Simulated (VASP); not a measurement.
Sc2B2Sb:

```
CELL_PARAMETERS angstrom
4.11597 0.00000 0.00000
-2.05799 3.56454 0.00000
0.00000 0.00000 6.02442
ATOMIC_POSITIONS crystal
Sc 0.33333 0.66667 0.50000
Sc 0.66667 0.33333 0.50000
B 0.00000 0.00000 0.66004
B 0.00000 0.00000 0.33996
Sb 0.00000 0.00000 0.00000
```

The cell was generated, and may not be a known phase.

```yaml
Program: VASP 6.6.1
Task: relaxation of cell and atoms
Functional: PBE
Potentials_or_basis: VASP PAW PBE potentials, release 64 (Sc_sv, B, Sb)
Cutoff: 600 eV
k_mesh: 6 × 6 × 4
Occupations: gaussian, width 0.1 eV
Spin: no spin polarisation
```

At the start: pressure 9.5 GPa; volume 17.68 Å³/atom.

Problem. How do energy, volume and symmetry change on relaxing?

Solution. Over 7 steps the energy falls by 213.0 meV/atom and the volume is 20.18 Å³/atom (+14.2 %); space group P6/mmm (No. 191, to 0.1 Å) before and after.

Step by step:
```csv
step,energy change (eV),largest force (eV/Å),pressure (GPa),volume (Å³)
1,0.0000,3.9490,9.52,88.39
2,-1.0047,0.3800,-0.96,102.52
3,-1.0154,0.1411,-0.52,101.06
4,-1.0525,0.7098,0.41,100.61
5,-1.0543,0.5439,0.24,100.69
6,-1.0631,0.1882,-0.22,100.99
7,-1.0650,0.0236,-0.10,100.91
```

Final structure:
```
CELL_PARAMETERS angstrom
4.36132 0.00000 0.00000
-2.18066 3.77702 0.00000
0.00000 0.00000 6.12562
ATOMIC_POSITIONS crystal
Sc 0.33333 0.66667 0.50000
Sc 0.66667 0.33333 0.50000
B 0.00000 0.00000 0.63205
B 0.00000 0.00000 0.36795
Sb 0.00000 0.00000 0.00000
```

Caveat: an odd number of electrons without spin polarisation forces a metal; a magnetic or distorted state may lie lower.
